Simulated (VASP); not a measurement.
## MnO: single point with PBE+U

Crystal: MnO.

```
Mn O
1.0
     0.00000    2.22200    2.22200
     4.44400    0.00000    4.44400
     2.22200    2.22200    0.00000
Mn O
2 2
Direct
  0.00000 0.00000 0.00000
  0.00000 0.50000 0.00000
  0.50000 0.25000 0.50000
  0.50000 0.75000 0.50000
```

```
Program                : VASP 6.6.1
Task                   : single point
Functional             : PBE
Potentials or basis    : VASP PAW PBE potentials, release 64 (Mn_pv, O)
Cutoff                 : 600 eV
k mesh                 : 7 × 4 × 7
Occupations            : fermi-dirac, width 0.05 eV
Spin                   : collinear spin, antiferromagnetic start
Starting moments       : [4.5, -4.5, 0.0, 0.0] μB
Hubbard terms          : Mn d U = 3.9 eV
Dipole correction      : no
Further INCAR settings : ALGO = Normal; EDIFF = 1e-06; NBANDS = 31; ISYM = 0
```

```json
{
 "Pressure": "5.0 GPa",
 "Band gap on the k mesh": "1.79 eV",
 "Net moment": "0.00 μB per cell",
 "Site moments": "Mn +4.57, -4.57; O +0.00 μB",
 "Valence electrons inside the program's atomic spheres": "Mn 11.35; O 5.01"
}
```

Stress tensor (GPa, compression positive):
```
 5.05  1.11 -1.11
 1.11  5.05  1.11
-1.11  1.11  5.05
```

Levels at points of the mesh, in eV from the valence-band top:
Spin up:
| k point | band 15 | band 16 | band 17 | band 18 | band 19 | band 20 | band 21 | band 22 | band 23 | band 24 |
| --- | --- | --- | --- | --- | --- | --- | --- | --- | --- | --- |
| (0.00, 0.00, 0.00) | -1.74 | -1.74 | -1.74 | -0.59 | -0.59 | 1.79 | 4.66 | 4.78 | 4.78 | 5.61 |
| (0.00, 0.50, 0.00) | -2.40 | -2.40 | -2.11 | 0.00 | 0.00 | 3.92 | 4.15 | 4.72 | 4.72 | 4.95 |
Spin down:
| k point | band 15 | band 16 | band 17 | band 18 | band 19 | band 20 | band 21 | band 22 | band 23 | band 24 |
| --- | --- | --- | --- | --- | --- | --- | --- | --- | --- | --- |
| (0.00, 0.00, 0.00) | -1.74 | -1.74 | -1.74 | -0.59 | -0.59 | 1.79 | 4.66 | 4.78 | 4.78 | 5.61 |
| (0.00, 0.50, 0.00) | -2.40 | -2.40 | -2.11 | 0.00 | 0.00 | 3.92 | 4.15 | 4.72 | 4.72 | 4.95 |

Eigenvalues of the final occupation matrices:
| site | spin | trace | eigenvalues |
| --- | --- | --- | --- |
| site 1 d | 1 | 4.76 | 0.94 0.94 0.94 0.98 0.98 |
| site 1 d | 2 | 0.22 | 0.02 0.02 0.02 0.08 0.08 |
| site 2 d | 1 | 0.22 | 0.02 0.02 0.02 0.08 0.08 |
| site 2 d | 2 | 4.76 | 0.94 0.94 0.94 0.98 0.98 |

It took 5.5 min on 1 thread of Intel Xeon 6975P-C, with other jobs on the host, peak memory 0.39 GiB.

A k mesh can miss the band edges. The state reached can hang on the start; a lower one may exist.
